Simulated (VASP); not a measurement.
The system is Hf3H8.

```
CELL_PARAMETERS angstrom
4.07130 0.00000 0.00000
0.00000 4.07130 0.00000
0.00000 0.00000 4.07130
ATOMIC_POSITIONS crystal
Hf 0.50000 0.00000 0.00000
Hf 0.00000 0.50000 0.00000
Hf 0.00000 0.00000 0.50000
H 0.58261 0.58261 0.58261
H 0.41739 0.41739 0.58261
H 0.41739 0.58261 0.41739
H 0.58261 0.41739 0.41739
H 0.58261 0.58261 0.41739
H 0.41739 0.41739 0.41739
H 0.58261 0.41739 0.58261
H 0.41739 0.58261 0.58261
```

- Program: VASP 6.6.1
- Task: relaxation of cell and atoms
- Functional: PBE
- Potentials or basis: VASP PAW PBE potentials, release 64 (Hf_pv, H)
- Cutoff: 600 eV
- k mesh: 4 × 4 × 4
- Occupations: gaussian, width 0.1 eV
- Spin: no spin polarisation

At the start: pressure 122.5 GPa; volume 6.13 Å³/atom.

Q: Where does the relaxation end?

A: Over 11 steps the energy falls by 3752.3 meV/atom and the volume is 9.06 Å³/atom (+47.7 %); space group Pm-3m (No. 221, to 0.05 Å).

The path:
| step | energy change (eV) | largest force (eV/Å) | pressure (GPa) | volume (Å³) |
| --- | --- | --- | --- | --- |
| 1 | 0.0000 | 23.8085 | 122.47 | 67.48 |
| 2 | -39.6580 | 0.4619 | -17.85 | 124.43 |
| 3 | -39.7215 | 0.5073 | -17.77 | 123.06 |
| 4 | -39.7738 | 0.5531 | -17.67 | 121.72 |
| 5 | -39.8521 | 0.8906 | -16.53 | 112.73 |
| 6 | -41.0753 | 0.4143 | -1.67 | 97.37 |
| 7 | -41.0984 | 0.3282 | 1.44 | 95.27 |
| 8 | -41.1457 | 0.2777 | 1.26 | 95.87 |
| 9 | -41.2425 | 0.1323 | 0.77 | 97.68 |
| 10 | -41.2486 | 0.1287 | -0.12 | 101.38 |
| 11 | -41.2754 | 0.0143 | 0.30 | 99.66 |

Final structure:
```xyz
11
Lattice="4.6363 0.0000 0.0000 0.0000 4.6363 0.0000 0.0000 0.0000 4.6363" Properties=species:S:1:pos:R:3 pbc="T T T"
Hf    2.3181    0.0000    0.0000
Hf    0.0000    2.3181    0.0000
Hf    0.0000    0.0000    2.3181
H     3.4527    3.4527    3.4527
H     1.1835    1.1835    3.4527
H     1.1835    3.4527    1.1835
H     3.4527    1.1835    1.1835
H     3.4527    3.4527    1.1835
H     1.1835    1.1835    1.1835
H     3.4527    1.1835    3.4527
H     1.1835    3.4527    3.4527
```

Caveat: the k points lie up to 0.34 Å⁻¹ apart in the final cell; the volume moved by over 15 % at a fixed basis, so the end points are rough.
